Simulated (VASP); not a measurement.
# Ge (Fd-3m) in VASP: further runs

Aim: see how the results for Ge move with the level of theory and the settings. Levels: PBE, r2SCAN. Tasks: single point.

Program: VASP 6.6.1. These are calculated values, not measurements. Logs are shortened: lines on timing, memory, paths and dates and some standing lists are left out, and cuts for length are marked.

### 1 The cell of the first run

The structure is cubic, space group Fd-3m (No. 227). Conventional cell: a = 5.767 Å, b = 5.767 Å, c = 5.767 Å, α = 90.00°, β = 90.00°, γ = 90.00°. Ge (site symmetry -43m) has 4 Ge at 2.50 Å within 3.3 Å.

### 2 Single point, PBE

File INCAR:

```
  PREC = Accurate
  ENCUT = 520
  EDIFF = 1E-7
  ISMEAR = 0
  SIGMA = 0.05
  LREAL = F
  LASPH = T
  NELM = 60
  ALGO = Normal
  ISIF = 2
  LWAVE = F
  LCHARG = F
  GGA = PE
  NBANDS = 21
```

File KPOINTS:

```
Automatic mesh
0
Gamma
  6 6 6
```

File POSCAR:

```
Ge
1.0
    0.0000000000      2.8836577630      2.8836577630
    2.8836577630      0.0000000000      2.8836577630
    2.8836577630      2.8836577630      0.0000000000
Ge
2
Direct
    0.5000000000      0.5000000000      0.5000000000
    0.7500000000      0.7500000000      0.7500000000
```

Potentials or basis: VASP PAW PBE potentials, release 64 (Ge_d).

Launch:

```bash
$ cat potpaw_PBE.64/Ge_d/POTCAR > POTCAR
$ mpirun -np 1 vasp_std > vasp.out
```

OUTCAR:

```text
PREC = Accurate
   ENCUT = 520
   EDIFF = 1E-7
   ISMEAR = 0
   LREAL = F
   LASPH = T
   NELM = 60
   ISIF = 2
   GGA = PE

 ion  position               nearest neighbor table
   1  0.500  0.500  0.500-   2 2.50   2 2.50   2 2.50   2 2.50
   2  0.750  0.750  0.750-   1 2.50   1 2.50   1 2.50   1 2.50

  LATTYP: Found a face centered cubic cell.
 ALAT       =     5.7673155260

  Lattice vectors:

 A1 = (   0.0000000000,   2.8836577630,   2.8836577630)
 A2 = (   2.8836577630,   0.0000000000,   2.8836577630)
 A3 = (   2.8836577630,   2.8836577630,   0.0000000000)

Analysis of symmetry for initial positions (statically):
=====================================================================
 Subroutine PRICEL returns:
 Original cell was already a primitive cell.

 Routine SETGRP: Setting up the symmetry group for a
 face centered cubic supercell.

 Subroutine GETGRP returns: Found 48 space group operations
 (whereof 24 operations were pure point group operations)
 out of a pool of 48 trial point group operations.

The static configuration has the point symmetry T_d .
 The point group associated with its full space group is O_h .

Analysis of symmetry for dynamics (positions and initial velocities):
=====================================================================
 Subroutine PRICEL returns:
 Original cell was already a primitive cell.

 Routine SETGRP: Setting up the symmetry group for a
 face centered cubic supercell.

 Subroutine GETGRP returns: Found 48 space group operations
 (whereof 24 operations were pure point group operations)
 out of a pool of 48 trial point group operations.

The dynamic configuration has the point symmetry T_d .
 The point group associated with its full space group is O_h .

 Subroutine INISYM returns: Found 48 space group operations
 (whereof 24 operations are pure point group operations),
 and found     1 'primitive' translations

----------------------------------------------------------------------------------------

                                     Primitive cell

  volume of cell :      47.9580

  direct lattice vectors                    reciprocal lattice vectors
     0.000000000  2.883657763  2.883657763    -0.173390895  0.173390895  0.173390895
     2.883657763  0.000000000  2.883657763     0.173390895 -0.173390895  0.173390895
     2.883657763  2.883657763  0.000000000     0.173390895  0.173390895 -0.173390895
[... 70 lines left out ...]
   LNONCOLLINEAR =      F non collinear calculations
   LSORBIT =      F    spin-orbit coupling
   LASPH  =      T    aspherical Exc in radial PAW
   ENCUT  =  520.0 eV  38.22 Ry    6.18 a.u.   7.58  7.58  7.58*2*pi/ulx,y,z
   NELM   =     60;   NELMIN=  2; NELMDL= -5     # of ELM steps
   EDIFF  = 0.1E-06   stopping-criterion for ELM
   LREAL  =      F    real-space projection
   EDIFFG = 0.1E-05   stopping-criterion for IOM
   NSW    =      0    number of steps for IOM
   IBRION =     -1    ionic relax: 0-MD 1-quasi-New 2-CG
   NFREE  =      0    steps in history (QN), initial steepest desc. (CG)
   ISIF   =      2    stress and relaxation
   ISYM   =      2    0-nonsym 1-usesym 2-fastsym
   POTIM  = 0.5000    time-step for ionic-motion
   TEBEG  =    0.0;   TEEND  =   0.0 temperature during run
   PSTRESS=    0.0 pullay stress
   NELECT =      28.0000    total number of electrons
   NUPDOWN=      -1.0000    fix difference up-down
   EMIN   =  10.00;   EMAX   =-10.00  energy-range for DOS
   EFERMI =   0.00;   METHOD = LEGACY
   ISMEAR =     0;   SIGMA  =   0.05  broadening in eV -4-tet -1-fermi 0-gaus
   EFERMI_NEDOS =   21; number of points for ismear=-14 and -15
   IALGO  =     38    algorithm
   IMIX   =      4    mixing-type and parameters
     AMIX     =   0.40;   BMIX     =  1.00
     AMIX_MAG =   1.60;   BMIX_MAG =  1.00
  volume/ion in A,a.u.               =      23.98       161.82
  Fermi-wavevector in a.u.,A,eV,Ry     =   1.368276  2.585667 25.472554  1.872180
  Thomas-Fermi vector in A             =   2.494255
   LORBIT       =      0    0 simple, 1 ext, 2 COOP (PROOUT), +10 PAW based schemes
   GGA     = PE    functional components
   LHFCALC =     F    Hartree Fock is set to
   AEXX    =    0.0000 exact exchange contribution
   IVDW    =     0    specifies the selected vdW correction
   LEPSILON=     F    determine dielectric tensor
   LRPA    =     F    only Hartree local field effects (RPA)
 non-spin polarized calculation
 Gauss-broadening in eV      SIGMA  =   0.05
  energy-cutoff  :      520.00
  volume of cell :       47.96
 maximum number of plane-waves:      1308
   NGX = 15   NGY = 15   NGZ = 15

 number of electron      27.9999977 magnetization

 Free energy of the ion-electron system (eV)
  ---------------------------------------------------
  ext. energy  EPLUGINS =         0.00000000
  ---------------------------------------------------
  free energy    TOTEN  =        -8.99351379 eV

  energy without entropy =       -8.99275200  energy(sigma->0) =       -8.99313289

 E-fermi :   4.4452     XC(G=0):  -9.6480

 val. band max:        3.9780918931   @ k =   0.0000   0.0000   0.0000
 cond. band min:       4.4570939028   @ k =   0.0000   0.0000   0.0000
 fundamental gap:      0.4790020097
 Fermi energy:         4.4451996337

 k-point     1 :       0.0000    0.0000    0.0000
  band No.  band energies     occupation
      1     -20.2810      2.00000
      2     -20.2810      2.00000
      3     -20.2810      2.00000
      4     -20.2492      2.00000
      5     -20.2492      2.00000
      6     -20.0677      2.00000
[... 373 lines left out ...]
     20      15.0554      0.00000
     21      17.0060      0.00000

------------------------ aborting loop because EDIFF is reached ----------------------------------------

  FORCE on cell =-STRESS in cart. coord.  units (eV):
  Direction    XX          YY          ZZ          XY          YZ          ZX
  --------------------------------------------------------------------------------------
  -------------------------------------------------------------------------------------
  Total       -0.0332690     -0.0332690     -0.0332690      0.0000000      0.0000000     -0.0000000
  in kB       -1.1114496     -1.1114496     -1.1114496      0.0000000      0.0000000     -0.0000000
  external PRESSURE =      -1.1114496 kB  Pullay stress =       0.0000000 kB

 VOLUME and BASIS-vectors are now :
 -----------------------------------------------------------------------------
  energy-cutoff  :      520.00
  volume of cell :       47.96
      direct lattice vectors                 reciprocal lattice vectors
     0.000000000  2.883657763  2.883657763    -0.173390895  0.173390895  0.173390895
     2.883657763  0.000000000  2.883657763     0.173390895 -0.173390895  0.173390895
     2.883657763  2.883657763  0.000000000     0.173390895  0.173390895 -0.173390895

 POSITION                                       TOTAL-FORCE (eV/Angst)
 -----------------------------------------------------------------------------------
      2.88366      2.88366      2.88366         0.000000      0.000000      0.000000
      4.32549      4.32549      4.32549        -0.000000     -0.000000     -0.000000
 -----------------------------------------------------------------------------------
    total drift:                                0.000000     -0.000000     -0.000000

  FREE ENERGIE OF THE ION-ELECTRON SYSTEM (eV)
  ---------------------------------------------------
  free  energy   TOTEN  =        -8.9935137926 eV

  energy  without entropy=       -8.9927519971  energy(sigma->0) =       -8.99313289
```

Wall time 15 s (1 thread of AMD EPYC 9R45 (Zen 5), shared host); peak memory 0.12 GiB.

What came out:

```yaml
Free_energy: -8.9935 eV
Pressure: -0.1 GPa
Band_gap_on_the_k_mesh: zero (filled and empty bands touch)
```

### 3 Single point, r2SCAN

This run uses another cell than the first one, of 22.83 Å³/atom, 0.952 times its volume.

File POSCAR:

```
Ge
1.0
    0.0000000000      2.8367484092      2.8367484092
    2.8367484092      0.0000000000      2.8367484092
    2.8367484092      2.8367484092      0.0000000000
Ge
2
Direct
    0.5000000000      0.5000000000      0.5000000000
    0.7500000000      0.7500000000      0.7500000000
```

File INCAR.step1:

```
SYSTEM = Ge
PREC = Accurate
ENCUT = 520
ISMEAR = 0
SIGMA = 0.05
LREAL = .FALSE.
LASPH = .TRUE.
NELM = 100
NBANDS = 21
GGA = PE
ALGO = Normal
EDIFF = 1E-4
LWAVE = .TRUE.
LCHARG = .FALSE.
```

File INCAR.step2:

```
SYSTEM = Ge
PREC = Accurate
ENCUT = 520
EDIFF = 1E-7
ISMEAR = 0
SIGMA = 0.05
LREAL = .FALSE.
LASPH = .TRUE.
NELM = 100
ALGO = Normal
ISIF = 2
LWAVE = .FALSE.
LCHARG = .FALSE.
METAGGA = R2SCAN
LMIXTAU = .TRUE.
NBANDS = 21
ISTART = 1
```

File KPOINTS:

```
Automatic mesh
0
G
  12 12 12
  0 0 0
```

Potentials or basis: VASP PAW PBE potentials, release 64 (Ge_d).

Launch:

```bash
$ cat potpaw_PBE.64/Ge_d/POTCAR > POTCAR
$ cp INCAR.step1 INCAR
$ mpirun -np 1 vasp_std > vasp.out
$ cp INCAR.step2 INCAR
$ mpirun -np 1 vasp_std > vasp.out
```

Run time: 3.8 min. Hardware: 1 thread of AMD EPYC 9R45 (Zen 5), shared host; peak memory 0.17 GiB.

It converged, with:

```
Free energy            : -27.7444 eV
Pressure               : 0.1 GPa
Band gap on the k mesh : 0.32 eV, direct
```

Levels at points of the mesh, in eV from the valence-band top:
| k point | band 12 | band 13 | band 14 | band 15 | band 16 | band 17 |
| --- | --- | --- | --- | --- | --- | --- |
| (0.00, 0.00, 0.00) | 0.00 | 0.00 | 0.00 | 0.32 | 2.71 | 2.71 |
| (0.50, 0.00, 0.00) | -7.83 | -1.47 | -1.47 | 0.42 | 3.99 | 3.99 |
| (0.50, 0.50, 0.00) | -9.18 | -3.20 | -3.20 | 0.98 | 0.98 | 10.03 |

Caveat: the PAW data sets were made with another functional, which shifts forces and pressure a little. A k mesh can miss the band edges.
